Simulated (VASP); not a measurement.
Write the native input for VASP 6.6.1 that does the following.

```
Task                   : single point
Functional             : PBEsol
Potentials or basis    : VASP PAW PBE potentials, release 64 (P)
Cutoff                 : 520 eV
k mesh                 : 6 × 6 × 6
Occupations            : fermi-dirac, width 0.05 eV
Spin                   : no spin polarisation
Dipole correction      : no
Further INCAR settings : ALGO = Normal; EDIFF = 1e-06; NBANDS = 12
```

The structure of P lies in POSCAR:

```
P
1.0
   -1.6915100431      2.5151650373      1.8589441358
    1.6915100431     -2.5151650373      1.8589441358
    1.6915100431      2.5151650373     -1.8589441358
P
2
Direct
    0.6966908900      0.9466908900      0.7500000000
    0.3033091100      0.0533091100      0.2500000000
```

These files were run (other wordings do the same):

INCAR

```
PREC = Accurate ; ENCUT = 520
EDIFF = 1E-6 ; ISMEAR = -1
SIGMA = 0.05 ; LREAL = F
LASPH = T ; NELM = 100
ALGO = Normal ; ISIF = 2
LWAVE = F ; LCHARG = T
GGA = PS ; LELF = T
LVHAR = T ; NBANDS = 12
```

KPOINTS

```
regular mesh
0
Gamma
  6 6 6
```

Potentials or basis: VASP PAW PBE potentials, release 64 (P).

Launch:

```console
$ cat potpaw_PBE.64/P/POTCAR > POTCAR
$ mpirun -np 1 vasp_std > vasp.out
```

Results of the run:

| Item | Value |
| --- | --- |
| Pressure | -0.5 GPa |
| Largest force | 0.258 eV/Å |
| Band gap on the k mesh | zero (band 5 reaches 9.59 eV, above the bottom of band 6 at 8.81 eV) |

Caveat: the k points lie up to 0.42 Å⁻¹ apart; the PAW data sets were made with another functional, which shifts forces and pressure a little.

Run time: 10 s on 1 thread of Intel(R) Xeon(R) 6975P-C (Granite Rapids), with other jobs on the host, peak memory 0.15 GiB.
